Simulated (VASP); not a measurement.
# MnO2 (R-3m) in VASP: settings compared

MnO2 is run at these levels: r2SCAN, PBE; tasks: single point.

Everything below comes from runs of VASP 6.6.1. Logs are shortened: lines on timing, memory, paths and dates and some standing lists are left out, and cuts for length are marked.

## 1. The cell of the first run

It takes space group R-3m (No. 166, trigonal). The conventional cell has a = 2.799 Å, b = 2.799 Å, c = 13.471 Å, α = 90.00°, β = 90.00°, γ = 120.00°. Mn (site symmetry -3m) has 6 O at 1.86 Å within 2.5 Å. Within 2.5 Å of O (site symmetry 3m) lie 3 Mn at 1.86 Å and 3 O at 2.46 Å.

## 2. Single point, r2SCAN, collinear spin, ferromagnetic start

The input, POSCAR:

```
MnO2
1.0
    1.3992749259      0.8078717551      4.4903556470
   -1.3992749259      0.8078717551      4.4903556470
    0.0000000000     -1.6157435103      4.4903556470
Mn O
1 2
Direct
    0.0000000000      0.0000000000      0.0000000000
    0.7356355100      0.7356355100      0.7356355100
    0.2643644900      0.2643644900      0.2643644900
```

The input, INCAR.step1:

```
  ALGO = Normal
  EDIFF = 1E-4
  ENCUT = 520
  GGA = PE
  ISMEAR = -1
  ISPIN = 2
  LASPH = T
  LCHARG = F
  LMAXMIX = 4
  LREAL = F
  LWAVE = T
  MAGMOM = 4 0 0
  NBANDS = 24
  NELM = 150
  PREC = Accurate
  SIGMA = 0.05
```

The input, INCAR.step2:

```
  ALGO = Normal
  EDIFF = 1E-6
  ENCUT = 520
  ISIF = 2
  ISMEAR = -1
  ISPIN = 2
  ISTART = 1
  LASPH = T
  LCHARG = F
  LMAXMIX = 4
  LMIXTAU = T
  LORBIT = 11
  LREAL = F
  LWAVE = F
  MAGMOM = 4 0 0
  METAGGA = R2SCAN
  NBANDS = 24
  NELM = 150
  PREC = Accurate
  SIGMA = 0.05
```

The input, KPOINTS:

```
k-points
0
Gamma
  11 11 11
```

Potentials or basis: VASP PAW PBE potentials, release 64 (Mn_pv, O).

On the command line:

```bash
$ cat potpaw_PBE.64/Mn_pv/POTCAR potpaw_PBE.64/O/POTCAR > POTCAR
$ cp INCAR.step1 INCAR
$ mpirun -np 1 vasp_std > vasp.out
$ cp INCAR.step2 INCAR
$ mpirun -np 1 vasp_std > vasp.out
```

OUTCAR:

```text
EDIFF = 1E-6
   ENCUT = 520
   ISIF = 2
   ISMEAR = -1
   ISPIN = 2
   ISTART = 1
   LASPH = T
   LORBIT = 11
   LREAL = F
   METAGGA = R2SCAN
   NELM = 150
   PREC = Accurate

 ion  position               nearest neighbor table
   1  0.000  0.000  0.000-   2 1.86   2 1.86   3 1.86   3 1.86   2 1.86   3 1.86
   2  0.736  0.736  0.736-   1 1.86   1 1.86   1 1.86
   3  0.264  0.264  0.264-   1 1.86   1 1.86   1 1.86

  LATTYP: Found a trigonal (rhomboedric) cell.
 ALAT       =     4.7722029428
 COS(alpha) =     0.8280515398

  Lattice vectors:

 A1 = (   1.3992749259,   0.8078717551,   4.4903556470)
 A2 = (  -1.3992749259,   0.8078717551,   4.4903556470)
 A3 = (   0.0000000000,  -1.6157435103,   4.4903556470)

Analysis of symmetry for initial positions (statically):
=====================================================================
 Subroutine PRICEL returns:
 Original cell was already a primitive cell.

 Routine SETGRP: Setting up the symmetry group for a
 trigonal (rhombohedral) supercell.

 Subroutine GETGRP returns: Found 12 space group operations
 (whereof 12 operations were pure point group operations)
 out of a pool of 12 trial point group operations.

The static configuration has the point symmetry D_3d.

Analysis of symmetry for dynamics (positions and initial velocities):
=====================================================================
 Subroutine PRICEL returns:
 Original cell was already a primitive cell.

 Routine SETGRP: Setting up the symmetry group for a
 trigonal (rhombohedral) supercell.

 Subroutine GETGRP returns: Found 12 space group operations
 (whereof 12 operations were pure point group operations)
 out of a pool of 12 trial point group operations.

The dynamic configuration has the point symmetry D_3d.

Analysis of structural, dynamic, and magnetic symmetry:
=====================================================================
 Subroutine PRICEL returns:
 Original cell was already a primitive cell.

 Routine SETGRP: Setting up the symmetry group for a
 trigonal (rhombohedral) supercell.

 Subroutine GETGRP returns: Found 12 space group operations
 (whereof 12 operations were pure point group operations)
 out of a pool of 12 trial point group operations.

The overall configuration has the point symmetry D_3d.

 Subroutine INISYM returns: Found 12 space group operations
 (whereof 12 operations are pure point group operations),
 and found     1 'primitive' translations

----------------------------------------------------------------------------------------

                                     Primitive cell

  volume of cell :      30.4563

  direct lattice vectors                    reciprocal lattice vectors
     1.399274926  0.807871755  4.490355647     0.357327921  0.206303371  0.074233170
    -1.399274926  0.807871755  4.490355647    -0.357327921  0.206303371  0.074233170
     0.000000000 -1.615743510  4.490355647     0.000000000 -0.412606743  0.074233170

  length of vectors
     4.772202943  4.772202943  4.772202943     0.419231306  0.419231306  0.419231306

  position of ions in fractional coordinates (direct lattice)
     0.000000000  0.000000000  0.000000000
     0.735635510  0.735635510  0.735635510
     0.264364490  0.264364490  0.264364490

  ion indices of the primitive-cell ions
   primitive index   ion index
                 1           1
                 2           2
                 3           3

----------------------------------------------------------------------------------------

 KPOINTS: k-points

Automatic generation of k-mesh.
 Grid dimensions read from file:
 generate k-points for:   11   11   11

 Generating k-lattice:

  Cartesian coordinates                     Fractional coordinates (reciprocal lattice)
     0.032484356  0.018754852  0.006748470     0.090909091  0.000000000 -0.000000000
    -0.032484356  0.018754852  0.006748470     0.000000000  0.090909091 -0.000000000
     0.000000000 -0.037509704  0.006748470    -0.000000000 -0.000000000  0.090909091

  Length of vectors
     0.038111937  0.038111937  0.038111937

  Shift w.r.t. Gamma in fractional coordinates (k-lattice)
     0.000000000  0.000000000  0.000000000

 Subroutine IBZKPT returns following result:
 ===========================================

 Found    146 irreducible k-points:

 Following reciprocal coordinates:
            Coordinates               Weight
  0.000000  0.000000  0.000000      1.000000
  0.090909 -0.000000 -0.000000      6.000000
  0.181818 -0.000000  0.000000      6.000000
  0.272727  0.000000 -0.000000      6.000000
  0.363636 -0.000000 -0.000000      6.000000
  0.454545 -0.000000 -0.000000      6.000000
[... 16 lines left out ...]
 -0.272727  0.181818 -0.000000     12.000000
 -0.181818  0.181818  0.000000      6.000000
 [... further k-points ...]
   k-points           NKPTS =    146   k-points in BZ     NKDIM =    146   number of bands    NBANDS=     24
   number of dos      NEDOS =    301   number of ions     NIONS =      3
   total plane-waves  NPLWV =  46656
   dimension x,y,z NGX =    36 NGY =   36 NGZ =   36
   dimension x,y,z NGXF=    72 NGYF=   72 NGZF=   72
   ions per type =               1   2
   NGX,Y,Z   is equivalent  to a cutoff of  12.54, 12.54, 12.54 a.u.
   NGXF,Y,Z  is equivalent  to a cutoff of  25.08, 25.08, 25.08 a.u.
 SYSTEM =  unknown system
   PREC   = accura    normal or accurate (medium, high low for compatibility)
   ISTART =      1    job   : 0-new  1-cont  2-samecut
   ICHARG =      0    charge: 1-file 2-atom 10-const
   ISPIN  =      2    spin polarized calculation?
   LNONCOLLINEAR =      F non collinear calculations
   LSORBIT =      F    spin-orbit coupling
   LASPH  =      T    aspherical Exc in radial PAW
   ENCUT  =  520.0 eV  38.22 Ry    6.18 a.u.   8.87  8.87  8.87*2*pi/ulx,y,z
   NELM   =    150;   NELMIN=  2; NELMDL=  0     # of ELM steps
   EDIFF  = 0.1E-05   stopping-criterion for ELM
   LREAL  =      F    real-space projection
   EDIFFG = 0.1E-04   stopping-criterion for IOM
   NSW    =      0    number of steps for IOM
   IBRION =     -1    ionic relax: 0-MD 1-quasi-New 2-CG
   NFREE  =      0    steps in history (QN), initial steepest desc. (CG)
   ISIF   =      2    stress and relaxation
   ISYM   =      2    0-nonsym 1-usesym 2-fastsym
   POTIM  = 0.5000    time-step for ionic-motion
   TEBEG  =    0.0;   TEEND  =   0.0 temperature during run
   PSTRESS=    0.0 pullay stress
   NELECT =      25.0000    total number of electrons
   NUPDOWN=      -1.0000    fix difference up-down
   EMIN   =  10.00;   EMAX   =-10.00  energy-range for DOS
   EFERMI =   0.00;   METHOD = LEGACY
   ISMEAR =    -1;   SIGMA  =   0.05  broadening in eV -4-tet -1-fermi 0-gaus
   EFERMI_NEDOS =   21; number of points for ismear=-14 and -15
   IALGO  =     38    algorithm
   IMIX   =      4    mixing-type and parameters
     AMIX     =   0.40;   BMIX     =  1.00
     AMIX_MAG =   1.60;   BMIX_MAG =  1.00
  volume/ion in A,a.u.               =      10.15        68.51
  Fermi-wavevector in a.u.,A,eV,Ry     =   1.532836  2.896640 31.968059  2.349586
  Thomas-Fermi vector in A             =   2.639987
   LORBIT       =     11    0 simple, 1 ext, 2 COOP (PROOUT), +10 PAW based schemes
   METAGGA = R2SCAN    functional components
   LHFCALC =     F    Hartree Fock is set to
   AEXX    =    0.0000 exact exchange contribution
   IVDW    =     0    specifies the selected vdW correction
   LEPSILON=     F    determine dielectric tensor
   LRPA    =     F    only Hartree local field effects (RPA)
 spin polarized calculation
  energy-cutoff  :      520.00
  volume of cell :       30.46
 maximum number of plane-waves:       833
   NGX = 17   NGY = 17   NGZ = 17

 number of electron      25.0000004 magnetization       3.0000003

 Free energy of the ion-electron system (eV)
  ---------------------------------------------------
  ext. energy  EPLUGINS =         0.00000000
  ---------------------------------------------------
  free energy    TOTEN  =       -32.44208433 eV

  energy without entropy =      -32.44208433  energy(sigma->0) =      -32.44208433

 E-fermi :   4.2029     XC(G=0): -11.9536

 val. band max:        3.3472196873   @ k =  -0.4545   0.4545   0.4545
 cond. band min:       5.0399247684   @ k =   0.0000   0.0000   0.0000
 fundamental gap:      1.6927050811
 Fermi energy:         4.2029161021

 spin component 1

 k-point     1 :       0.0000    0.0000    0.0000
  band No.  band energies     occupation
      1     -48.9894      1.00000
      2     -48.9674      1.00000
      3     -48.9674      1.00000
      4     -17.5280      1.00000
      5     -14.9566      1.00000
      6      -3.5155      1.00000
[... 16 lines left out ...]
     23      26.8276      0.00000
     24      28.3455      0.00000

 k-point     2 :       0.0909   -0.0000   -0.0000
  band No.  band energies     occupation
      1     -48.9867      1.00000
      2     -48.9836      1.00000
      3     -48.9710      1.00000
      4     -17.4077      1.00000
      5     -15.0004      1.00000
      6      -3.3733      1.00000
[... 16 lines left out ...]
     23      26.8661      0.00000
     24      28.2390      0.00000

 k-point     3 :       0.1818   -0.0000    0.0000
  band No.  band energies     occupation
      1     -49.0275      1.00000
      2     -48.9807      1.00000
      3     -48.9790      1.00000
      4     -17.0740      1.00000
      5     -15.1171      1.00000
      6      -3.1656      1.00000
[... 16 lines left out ...]
     23      26.8787      0.00000
     24      28.0032      0.00000
[... 514 lines left out ...]
 k-point    23 :      -0.2727    0.1818   -0.0000
  band No.  band energies     occupation
      1     -49.1297      1.00000
      2     -49.0350      1.00000
      3     -48.9566      1.00000
      4     -15.9740      1.00000
      5     -15.4458      1.00000
      6      -3.1576      1.00000
[... 16 lines left out ...]
     23      25.9392      0.00000
     24      26.9676      0.00000

 k-point    24 :      -0.1818    0.1818    0.0000
  band No.  band energies     occupation
      1     -49.0981      1.00000
      2     -49.0133      1.00000
      3     -48.9641      1.00000
      4     -16.3764      1.00000
      5     -15.3325      1.00000
      6      -2.9856      1.00000
[... 16 lines left out ...]
     23      26.3089      0.00000
     24      26.9605      0.00000

 [... further k-points ...]

 spin component 2

 k-point     1 :       0.0000    0.0000    0.0000
  band No.  band energies     occupation
      1     -44.9759      1.00000
      2     -44.9759      1.00000
      3     -44.7870      1.00000
      4     -17.3994      1.00000
      5     -14.8242      1.00000
      6      -2.3528      1.00000
[... 16 lines left out ...]
     23      29.2381      0.00000
     24      29.2381      0.00000

 k-point     2 :       0.0909   -0.0000   -0.0000
  band No.  band energies     occupation
      1     -44.9965      1.00000
      2     -44.9803      1.00000
      3     -44.7832      1.00000
      4     -17.2775      1.00000
      5     -14.8664      1.00000
      6      -2.2117      1.00000
[... 16 lines left out ...]
     23      29.0764      0.00000
     24      30.2549      0.00000

 k-point     3 :       0.1818   -0.0000    0.0000
  band No.  band energies     occupation
      1     -45.0514      1.00000
      2     -44.9920      1.00000
      3     -44.7728      1.00000
      4     -16.9398      1.00000
      5     -14.9790      1.00000
      6      -2.1397      1.00000
[... 16 lines left out ...]
     23      28.6882      0.00000
     24      29.4283      0.00000
[... 514 lines left out ...]
 k-point    23 :      -0.2727    0.1818   -0.0000
  band No.  band energies     occupation
      1     -45.1791      1.00000
      2     -45.0591      1.00000
      3     -44.7421      1.00000
      4     -15.8311      1.00000
      5     -15.2993      1.00000
      6      -2.1836      1.00000
[... 16 lines left out ...]
     23      26.6209      0.00000
     24      28.8712      0.00000

 k-point    24 :      -0.1818    0.1818    0.0000
  band No.  band energies     occupation
      1     -45.1398      1.00000
      2     -45.0321      1.00000
      3     -44.7526      1.00000
      4     -16.2361      1.00000
      5     -15.1879      1.00000
      6      -1.9303      1.00000
[... 16 lines left out ...]
     23      27.0393      0.00000
     24      29.6550      0.00000

 [... further k-points ...]
[... 5 lines left out ...]
  --------------------------------------------------------------------------------------
  -------------------------------------------------------------------------------------
  Total        3.3777372      3.3777372      2.0901869      0.0000000     -0.0000000      0.0000000
  in kB      177.6883584    177.6883584    109.9558245      0.0000000     -0.0000000      0.0000000
  external PRESSURE =     155.1108471 kB  Pullay stress =       0.0000000 kB

 VOLUME and BASIS-vectors are now :
 -----------------------------------------------------------------------------
  energy-cutoff  :      520.00
  volume of cell :       30.46
      direct lattice vectors                 reciprocal lattice vectors
     1.399274926  0.807871755  4.490355647     0.357327921  0.206303371  0.074233170
    -1.399274926  0.807871755  4.490355647    -0.357327921  0.206303371  0.074233170
     0.000000000 -1.615743510  4.490355647     0.000000000 -0.412606743  0.074233170

 POSITION                                       TOTAL-FORCE (eV/Angst)
 -----------------------------------------------------------------------------------
      0.00000      0.00000      0.00000         0.000000     -0.000000     -0.000000
      0.00000     -0.00000      9.90980         0.000000     -0.000000      1.016935
      0.00000     -0.00000      3.56127         0.000000      0.000000     -1.016935
 -----------------------------------------------------------------------------------
    total drift:                                0.000000     -0.000000      0.000000

  FREE ENERGIE OF THE ION-ELECTRON SYSTEM (eV)
  ---------------------------------------------------
  free  energy   TOTEN  =       -32.4420843314 eV

  energy  without entropy=      -32.4420843293  energy(sigma->0) =      -32.44208433

 total charge

# of ion       s       p       d       tot
------------------------------------------
    1        0.410   6.526   4.935  11.871
    2        1.588   3.487   0.000   5.075
    3        1.588   3.487   0.000   5.075
--------------------------------------------------
tot          3.586  13.500   4.935  22.021

 magnetization (x)

# of ion       s       p       d       tot
------------------------------------------
    1        0.030   0.041   2.796   2.867
    2        0.004   0.035   0.000   0.039
    3        0.004   0.035   0.000   0.039
--------------------------------------------------
tot          0.038   0.111   2.796   2.945
```

Run time: 18 min. Hardware: 1 thread of AMD EPYC 9R45 (Zen 5), shared host; peak memory 0.33 GiB.

What came out:

- Free energy: -32.4421 eV
- Pressure: 15.5 GPa
- Largest force: 1.017 eV/Å
- Band gap on the k mesh: 1.69 eV, indirect (least direct gap 1.77 eV)
- Net moment: 3.00 μB per cell
- Site moments: Mn +2.87; O +0.04 μB
- Valence electrons inside the program's atomic spheres: Mn 11.87; O 5.08

Forces in eV/Å, atoms in the order of the input:
```
Mn   0.000  0.000  0.000
O    0.000  0.000  1.017
O    0.000  0.000 -1.017
```

Stress tensor (GPa, compression positive):
```
17.77  0.00  0.00
 0.00 17.77  0.00
 0.00  0.00 11.00
```

Levels at points of the mesh, in eV from the valence-band top:
Spin up:
| k point | band 12 | band 13 | band 14 | band 15 | band 16 | band 17 |
| --- | --- | --- | --- | --- | --- | --- |
| (0.00, 0.00, 0.00) | -1.26 | -1.07 | -0.45 | 3.65 | 3.65 | 8.53 |
Spin down:
| k point | band 9 | band 10 | band 11 | band 12 | band 13 | band 14 |
| --- | --- | --- | --- | --- | --- | --- |
| (0.00, 0.00, 0.00) | -1.19 | -1.19 | -0.81 | 1.69 | 1.69 | 3.54 |

Caveat: the PAW data sets were made with another functional, which shifts forces and pressure a little; a cell with one magnetic atom can't hold antiferromagnetic order, which such compounds often take.

## 3. Single point, r2SCAN, collinear spin, ferromagnetic start

This run uses another cell than the first one, of 10.37 Å³/atom, 1.021 times its volume.

The input, POSCAR:

```
MnO2
1.0
    1.4091292993      0.8135611802      4.5219789117
   -1.4091292993      0.8135611802      4.5219789117
    0.0000000000     -1.6271223606      4.5219789117
Mn O
1 2
Direct
    0.0000000000      0.0000000000      0.0000000000
    0.7356355100      0.7356355100      0.7356355100
    0.2643644900      0.2643644900      0.2643644900
```

The input, INCAR.step1:

```
  PREC = Accurate
  ENCUT = 520
  ISMEAR = -1
  SIGMA = 0.05
  LREAL = False
  LASPH = True
  NELM = 150
  ISPIN = 2
  MAGMOM = 4 0 0
  LMAXMIX = 4
  NBANDS = 24
  GGA = PE
  ALGO = Normal
  EDIFF = 1E-4
  LWAVE = True
  LCHARG = False
```

The input, INCAR.step2:

```
  PREC = Accurate
  ENCUT = 520
  EDIFF = 1E-7
  ISMEAR = -1
  SIGMA = 0.05
  LREAL = False
  LASPH = True
  NELM = 150
  ALGO = Normal
  ISIF = 2
  LWAVE = False
  LCHARG = False
  ISPIN = 2
  MAGMOM = 4 0 0
  LORBIT = 11
  LMAXMIX = 4
  METAGGA = R2SCAN
  LMIXTAU = True
  NBANDS = 24
  ISTART = 1
```

The input, KPOINTS:

```
regular mesh
0
Gamma
  11 11 11
```

Potentials or basis: VASP PAW PBE potentials, release 64 (Mn_pv, O).

On the command line:

```bash
$ cat potpaw_PBE.64/Mn_pv/POTCAR potpaw_PBE.64/O/POTCAR > POTCAR
$ cp INCAR.step1 INCAR
$ mpirun -np 1 vasp_std > vasp.out
$ cp INCAR.step2 INCAR
$ mpirun -np 1 vasp_std > vasp.out
```

Run time: 20 min. Hardware: 1 thread of AMD EPYC 9R45 (Zen 5), shared host; peak memory 0.33 GiB.

It converged, with:

```
Free energy                                           : -32.4944 eV
Pressure                                              : 9.9 GPa
Largest force                                         : 0.652 eV/Å
Band gap on the k mesh                                : 1.77 eV, indirect (least direct gap 1.86 eV)
Net moment                                            : 3.00 μB per cell
Site moments                                          : Mn +2.89; O +0.03 μB
Valence electrons inside the program's atomic spheres : Mn 11.81; O 5.06
```

Forces on the atoms (eV/Å):
```
Mn   0.000  0.000  0.000
O    0.000  0.000  0.652
O    0.000  0.000 -0.652
```

Stress tensor (GPa, compression positive):
```
11.40  0.00  0.00
 0.00 11.40  0.00
 0.00  0.00  6.97
```

Levels at points of the mesh, in eV from the valence-band top:
Spin up:
```tsv
k point	band 10	band 11	band 12	band 13	band 14	band 15	band 16	band 17	band 18	band 19
(0.00, 0.00, 0.00)	-2.76	-1.17	-1.17	-0.96	-0.44	3.58	3.58	8.41	11.66	16.61
```
Spin down:
| k point | band 9 | band 10 | band 11 | band 12 | band 13 | band 14 |
| --- | --- | --- | --- | --- | --- | --- |
| (0.00, 0.00, 0.00) | -1.13 | -1.13 | -0.73 | 1.77 | 1.77 | 3.55 |

Caveat: the PAW data sets were made with another functional, which shifts forces and pressure a little; a cell with one magnetic atom can't hold antiferromagnetic order, which such compounds often take.

(Continued in part 2 of 2.)
